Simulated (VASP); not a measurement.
# Hg (I4_1/amd) in VASP: a series of runs

The runs below take Hg through single point, with PBE.

All numbers are computed with VASP 6.6.1; they aren't measurements. Logs are shortened: lines on timing, memory, paths and dates and some standing lists are left out, and cuts for length are marked.

## (1) The cell of the first run

The structure is tetragonal, space group I4_1/amd (No. 141). The conventional cell has a = 4.468 Å, b = 4.468 Å, c = 2.321 Å, α = 90.00°, β = 90.00°, γ = 90.00°. Within 3.1 Å of Hg (site symmetry -4m2) lie 10 Hg at 2.31 to 2.83 Å.

## (2) Single point, PBE (11.58 Å³/atom)

Contents of POSCAR:

```
Hg
1.0
   -2.2339560455      2.2339560455      1.1605953146
    2.2339560455     -2.2339560455      1.1605953146
    2.2339560455      2.2339560455     -1.1605953146
Hg
2
Direct
   -0.3750000000     -0.1250000000     -0.2500000000
    0.3750000000      0.1250000000      0.2500000000
```

Contents of INCAR.step1:

```
SYSTEM = Hg
ALGO = Normal
EDIFF = 1E-7
ENCUT = 520
GGA = PE
ISIF = 2
ISMEAR = -1
LASPH = .TRUE.
LCHARG = .TRUE.
LREAL = .FALSE.
LWAVE = .FALSE.
NBANDS = 19
NELM = 80
PREC = Accurate
SIGMA = 0.1
```

Contents of KPOINTS.step1:

```
k-points
0
G
  14 14 14
  0 0 0
```

Contents of INCAR.step2:

```
SYSTEM = Hg
ALGO = Normal
EDIFF = 1E-7
ENCUT = 520
GGA = PE
ICHARG = 11
ISIF = 2
ISMEAR = -5
LASPH = .TRUE.
LCHARG = .FALSE.
LORBIT = 10
LREAL = .FALSE.
LWAVE = .FALSE.
NBANDS = 19
NEDOS = 1001
NELM = 80
PREC = Accurate
SIGMA = 0.1
```

Contents of KPOINTS.step2:

```
k-points
0
G
  21 21 21
  0 0 0
```

Potentials or basis: VASP PAW PBE potentials, release 64 (Hg).

Started as:

```sh
$ cat potpaw_PBE.64/Hg/POTCAR > POTCAR
$ cp INCAR.step1 INCAR
$ cp KPOINTS.step1 KPOINTS
$ mpirun -np 1 vasp_std > vasp.out
$ cp INCAR.step2 INCAR
$ cp KPOINTS.step2 KPOINTS
$ mpirun -np 1 vasp_std > vasp.out
```

OUTCAR:

```text
SYSTEM = Hg
   EDIFF = 1E-7
   ENCUT = 520
   GGA = PE
   ICHARG = 11
   ISIF = 2
   ISMEAR = -5
   LASPH = .TRUE.
   LORBIT = 10
   LREAL = .FALSE.
   NELM = 80
   PREC = Accurate

 ion  position               nearest neighbor table
   1  0.625  0.875  0.750-   2 2.31   2 2.31   2 2.31   2 2.31   2 2.83   2 2.83   2 2.83   2 2.83
                             2 3.66   2 3.66
   2  0.375  0.125  0.250-   1 2.31   1 2.31   1 2.31   1 2.31   1 2.83   1 2.83   1 2.83   1 2.83
                             1 3.66   1 3.66

  LATTYP: Found a body centered tetragonal cell.
 ALAT       =     4.4679120910
 C/A-ratio  =     0.5195246867

  Lattice vectors:

 A1 = (  -2.2339560455,   2.2339560455,   1.1605953146)
 A2 = (   2.2339560455,  -2.2339560455,   1.1605953146)
 A3 = (   2.2339560455,   2.2339560455,  -1.1605953146)

Analysis of symmetry for initial positions (statically):
=====================================================================
 Subroutine PRICEL returns:
 Original cell was already a primitive cell.

 Routine SETGRP: Setting up the symmetry group for a
 body centered tetragonal supercell.

 Subroutine GETGRP returns: Found 16 space group operations
 (whereof  4 operations were pure point group operations)
 out of a pool of 16 trial point group operations.

The static configuration has the point symmetry C_2h.
 The point group associated with its full space group is D_4h.

Analysis of symmetry for dynamics (positions and initial velocities):
=====================================================================
 Subroutine PRICEL returns:
 Original cell was already a primitive cell.

 Routine SETGRP: Setting up the symmetry group for a
 body centered tetragonal supercell.

 Subroutine GETGRP returns: Found 16 space group operations
 (whereof  4 operations were pure point group operations)
 out of a pool of 16 trial point group operations.

The dynamic configuration has the point symmetry C_2h.
 The point group associated with its full space group is D_4h.

 Subroutine INISYM returns: Found 16 space group operations
 (whereof  4 operations are pure point group operations),
 and found     1 'primitive' translations

----------------------------------------------------------------------------------------

                                     Primitive cell

  volume of cell :      23.1681

  direct lattice vectors                    reciprocal lattice vectors
    -2.233956045  2.233956045  1.160595315     0.000000000  0.223818191  0.430813388
     2.233956045 -2.233956045  1.160595315     0.223818191  0.000000000  0.430813388
     2.233956045  2.233956045 -1.160595315     0.223818191  0.223818191  0.000000000

  length of vectors
     3.365724396  3.365724396  3.365724396     0.485484045  0.485484045  0.316526721

  position of ions in fractional coordinates (direct lattice)
     0.625000000  0.875000000  0.750000000
     0.375000000  0.125000000  0.250000000

  ion indices of the primitive-cell ions
   primitive index   ion index
                 1           1
                 2           2

----------------------------------------------------------------------------------------

 KPOINTS: k-points

Automatic generation of k-mesh.
 Grid dimensions read from file:
 generate k-points for:   21   21   21

 Generating k-lattice:

  Cartesian coordinates                     Fractional coordinates (reciprocal lattice)
     0.000000000  0.010658009  0.020514923     0.047619048 -0.000000000  0.000000000
     0.010658009  0.000000000  0.020514923    -0.000000000  0.047619048  0.000000000
     0.010658009  0.010658009  0.000000000     0.000000000  0.000000000  0.047619048

  Length of vectors
     0.023118288  0.023118288  0.015072701

  Shift w.r.t. Gamma in fractional coordinates (k-lattice)
     0.000000000  0.000000000  0.000000000

 TETIRR: Found  22611 inequivalent tetrahedra from    55566

 Subroutine IBZKPT returns following result:
 ===========================================

 Found    726 irreducible k-points:

 Following reciprocal coordinates:
            Coordinates               Weight
  0.000000  0.000000  0.000000      1.000000
  0.047619 -0.000000  0.000000      8.000000
  0.095238  0.000000  0.000000      8.000000
  0.142857  0.000000  0.000000      8.000000
  0.190476  0.000000  0.000000      8.000000
  0.238095  0.000000 -0.000000      8.000000
[... 16 lines left out ...]
 -0.428571  0.047619 -0.000000     16.000000
 -0.380952  0.047619  0.000000     16.000000
 [... further k-points ...]
   k-points           NKPTS =    726   k-points in BZ     NKDIM =    726   number of bands    NBANDS=     19
   number of dos      NEDOS =   1001   number of ions     NIONS =      2
   total plane-waves  NPLWV =  21952
   dimension x,y,z NGX =    28 NGY =   28 NGZ =   28
   dimension x,y,z NGXF=    56 NGYF=   56 NGZF=   56
   ions per type =               2
   NGX,Y,Z   is equivalent  to a cutoff of  13.83, 13.83, 13.83 a.u.
   NGXF,Y,Z  is equivalent  to a cutoff of  27.66, 27.66, 27.66 a.u.
 SYSTEM =  Hg
   PREC   = accura    normal or accurate (medium, high low for compatibility)
   ISTART =      0    job   : 0-new  1-cont  2-samecut
   ICHARG =     11    charge: 1-file 2-atom 10-const
   ISPIN  =      1    spin polarized calculation?
   LNONCOLLINEAR =      F non collinear calculations
   LSORBIT =      F    spin-orbit coupling
   LASPH  =      T    aspherical Exc in radial PAW
   ENCUT  =  520.0 eV  38.22 Ry    6.18 a.u.   6.26  6.26  6.26*2*pi/ulx,y,z
   NELM   =     80;   NELMIN=  2; NELMDL=  0     # of ELM steps
   EDIFF  = 0.1E-06   stopping-criterion for ELM
   LREAL  =      F    real-space projection
   EDIFFG = 0.1E-05   stopping-criterion for IOM
   NSW    =      0    number of steps for IOM
   IBRION =     -1    ionic relax: 0-MD 1-quasi-New 2-CG
   NFREE  =      0    steps in history (QN), initial steepest desc. (CG)
   ISIF   =      2    stress and relaxation
   ISYM   =      2    0-nonsym 1-usesym 2-fastsym
   POTIM  = 0.5000    time-step for ionic-motion
   TEBEG  =    0.0;   TEEND  =   0.0 temperature during run
   PSTRESS=    0.0 pullay stress
   NELECT =      24.0000    total number of electrons
   NUPDOWN=      -1.0000    fix difference up-down
   EMIN   =  10.00;   EMAX   =-10.00  energy-range for DOS
   EFERMI =   0.00;   METHOD = LEGACY
   ISMEAR =    -5;   SIGMA  =   0.10  broadening in eV -4-tet -1-fermi 0-gaus
   EFERMI_NEDOS =   21; number of points for ismear=-14 and -15
   IALGO  =     38    algorithm
   IMIX   =      4    mixing-type and parameters
     AMIX     =   0.40;   BMIX     =  1.00
     AMIX_MAG =   1.60;   BMIX_MAG =  1.00
  volume/ion in A,a.u.               =      11.58        78.17
  Fermi-wavevector in a.u.,A,eV,Ry     =   1.656464  3.130262 37.332640  2.743872
  Thomas-Fermi vector in A             =   2.744384
   LORBIT       =     10    0 simple, 1 ext, 2 COOP (PROOUT), +10 PAW based schemes
   GGA     = PE    functional components
   LHFCALC =     F    Hartree Fock is set to
   AEXX    =    0.0000 exact exchange contribution
   IVDW    =     0    specifies the selected vdW correction
   LEPSILON=     F    determine dielectric tensor
   LRPA    =     F    only Hartree local field effects (RPA)
 non-spin polarized calculation
 Fermi weights with tetrahedron method with Bloechl corrections
  energy-cutoff  :      520.00
  volume of cell :       23.17
 maximum number of plane-waves:       641
 NGX is ok and might be reduce to    28

 number of electron      24.0000000 magnetization

 Free energy of the ion-electron system (eV)
  ---------------------------------------------------
  ext. energy  EPLUGINS =         0.00000000
  ---------------------------------------------------
  free energy    TOTEN  =        14.08185547 eV

  energy without entropy =       14.08185547  energy(sigma->0) =       14.08185547

 E-fermi :  13.4218     XC(G=0): -15.0984

 val. band max:       13.6761714361   @ k =   0.2857   0.1905   0.0952
 cond. band min:      13.3335116040   @ k =  -0.0952   0.2857   0.0952
 fundamental gap:     -0.3426598321
 Fermi energy:        13.4217657075

 k-point     1 :       0.0000    0.0000    0.0000
  band No.  band energies     occupation
      1      -5.7255      2.00000
      2      -3.6314      2.00000
      3      -2.9692      2.00000
      4      -2.5909      2.00000
      5      -1.9704      2.00000
      6       3.2439      2.00000
[... 11 lines left out ...]
     18      34.0602      0.00000
     19      34.8157      0.00000

 k-point     2 :       0.0476   -0.0000    0.0000
  band No.  band energies     occupation
      1      -5.6054      2.00000
      2      -3.5762      2.00000
      3      -2.9600      2.00000
      4      -2.4294      2.00000
      5      -1.8827      2.00000
      6       2.7862      2.00000
[... 11 lines left out ...]
     18      32.9160      0.00000
     19      33.3024      0.00000

 k-point     3 :       0.0952    0.0000    0.0000
  band No.  band energies     occupation
      1      -5.2572      2.00000
      2      -3.4141      2.00000
      3      -2.8881      2.00000
      4      -2.0039      2.00000
      5      -1.6221      2.00000
      6       2.1132      2.00000
[... 11 lines left out ...]
     18      30.7944      0.00000
     19      31.7569      0.00000

 k-point     4 :       0.1429    0.0000    0.0000
  band No.  band energies     occupation
      1      -4.7201      2.00000
      2      -3.1572      2.00000
      3      -2.7396      2.00000
      4      -1.4014      2.00000
      5      -1.1835      2.00000
      6       1.3494      2.00000
[... 407 lines left out ...]
     18      27.9925      0.00000
     19      29.8323      0.00000

 k-point    23 :      -0.4286    0.0476   -0.0000
  band No.  band energies     occupation
      1      -2.8562      2.00000
      2      -2.6734      2.00000
      3      -1.7381      2.00000
      4      -1.2036      2.00000
      5       0.3061      2.00000
      6       1.1876      2.00000
[... 11 lines left out ...]
     18      27.5452      0.00000
     19      29.7810      0.00000

 k-point    24 :      -0.3810    0.0476    0.0000
  band No.  band energies     occupation
      1      -2.7692      2.00000
      2      -2.4556      2.00000
      3      -1.9333      2.00000
      4      -0.7997      2.00000
      5      -0.0264      2.00000
      6       1.2554      2.00000
[... 11 lines left out ...]
     18      27.2371      0.00000
     19      29.2238      0.00000

 [... further k-points ...]

------------------------ aborting loop because EDIFF is reached ----------------------------------------

  FORCE on cell =-STRESS in cart. coord.  units (eV):
  Direction    XX          YY          ZZ          XY          YZ          ZX
  --------------------------------------------------------------------------------------
  -------------------------------------------------------------------------------------
  Total       54.0495234     54.0495234     53.8801629      0.0000000      0.0000000      0.0000000
  in kB     3737.7684959   3737.7684959   3726.0564545      0.0000000      0.0000000      0.0000000
  external PRESSURE =    3733.8644821 kB  Pullay stress =       0.0000000 kB

 VOLUME and BASIS-vectors are now :
 -----------------------------------------------------------------------------
  energy-cutoff  :      520.00
  volume of cell :       23.17
      direct lattice vectors                 reciprocal lattice vectors
    -2.233956045  2.233956045  1.160595315     0.000000000  0.223818191  0.430813388
     2.233956045 -2.233956045  1.160595315     0.223818191  0.000000000  0.430813388
     2.233956045  2.233956045 -1.160595315     0.223818191  0.223818191  0.000000000

 POSITION                                       TOTAL-FORCE (eV/Angst)
 -----------------------------------------------------------------------------------
      2.23396      1.11698      0.87045        -0.000000      0.000000      0.000000
     -0.00000      1.11698      0.29015         0.000000     -0.000000     -0.000000
 -----------------------------------------------------------------------------------
    total drift:                                0.000000      0.000000     -0.000000

  FREE ENERGIE OF THE ION-ELECTRON SYSTEM (eV)
  ---------------------------------------------------
  free  energy   TOTEN  =        14.0818554670 eV

  energy  without entropy=       14.0818554670  energy(sigma->0) =       14.08185547

 total charge

# of ion       s       p       d       tot
------------------------------------------
    1        1.062   1.247   9.696  12.005
    2        1.062   1.247   9.696  12.005
--------------------------------------------------
tot          2.125   2.495  19.392  24.011
```

Run time: 8.9 min. Hardware: 1 thread of AMD EPYC 9755, shared host; peak memory 0.39 GiB.

Results:

```
Valence electrons inside the program's atomic spheres : Hg 12.01
```

Levels at points of the mesh, in eV from the Fermi level:
| k point | band 10 | band 11 | band 12 | band 13 | band 14 | band 15 |
| --- | --- | --- | --- | --- | --- | --- |
| (0.00, 0.00, 0.00) | -8.27 | -6.52 | -0.95 | -0.95 | 7.94 | 10.87 |

Caveat: spin-orbit coupling is left out, which moves the levels of the heavy elements.

## (3) Single point, PBE (11.58 Å³/atom)

POSCAR is that of step 2.

Contents of INCAR.step1:

```
PREC     = Accurate       # precision mode
ENCUT    = 520            # plane-wave cutoff, eV
EDIFF    = 1E-6           # SCF threshold, eV
ISMEAR   = -1             # smearing method
SIGMA    = 0.1            # smearing width, eV
LREAL    = F              # projectors in reciprocal space
LASPH    = T              # aspherical terms in the spheres
NELM     = 100            # most SCF steps
ALGO     = Normal         # electronic algorithm
ISIF     = 2              # what is computed and relaxed
LWAVE    = F              # write WAVECAR
LCHARG   = T              # write CHGCAR
GGA      = PE             # functional
NBANDS   = 19             # bands
```

Contents of KPOINTS.step1:

```
Automatic mesh
0
Gamma
  14 14 14
```

Contents of INCAR.step2:

```
PREC     = Accurate       # precision mode
ENCUT    = 520            # plane-wave cutoff, eV
EDIFF    = 1E-6           # SCF threshold, eV
ISMEAR   = -5             # smearing method
SIGMA    = 0.1            # smearing width, eV
LREAL    = F              # projectors in reciprocal space
LASPH    = T              # aspherical terms in the spheres
NELM     = 100            # most SCF steps
ALGO     = Normal         # electronic algorithm
ISIF     = 2              # what is computed and relaxed
LWAVE    = F              # write WAVECAR
LCHARG   = F              # write CHGCAR
GGA      = PE             # functional
LORBIT   = 11             # projections on sites
NEDOS    = 2001           # points of the DOS
ICHARG   = 11             # starting density
```

Contents of KPOINTS.step2:

```
Automatic mesh
0
Gamma
  21 21 21
```

Potentials or basis: VASP PAW PBE potentials, release 64 (Hg).

Started as:

```sh
$ cat potpaw_PBE.64/Hg/POTCAR > POTCAR
$ cp INCAR.step1 INCAR
$ cp KPOINTS.step1 KPOINTS
$ mpirun -np 1 vasp_std > vasp.out
$ cp INCAR.step2 INCAR
$ cp KPOINTS.step2 KPOINTS
$ mpirun -np 1 vasp_std > vasp.out
```

Run time: 8.2 min. Hardware: 1 thread of AMD EPYC 9755, shared host; peak memory 0.36 GiB.

Results (log left out):

| Property | Result |
| --- | --- |
| Valence electrons inside the program's atomic spheres | Hg 12.01 |

Levels at points of the mesh, in eV from the Fermi level:
```csv
k point,band 10,band 11,band 12,band 13,band 14,band 15
"(0.00, 0.00, 0.00)",-8.27,-6.52,-0.95,-0.95,7.94,10.87
```

Caveat: spin-orbit coupling is left out, which moves the levels of the heavy elements.
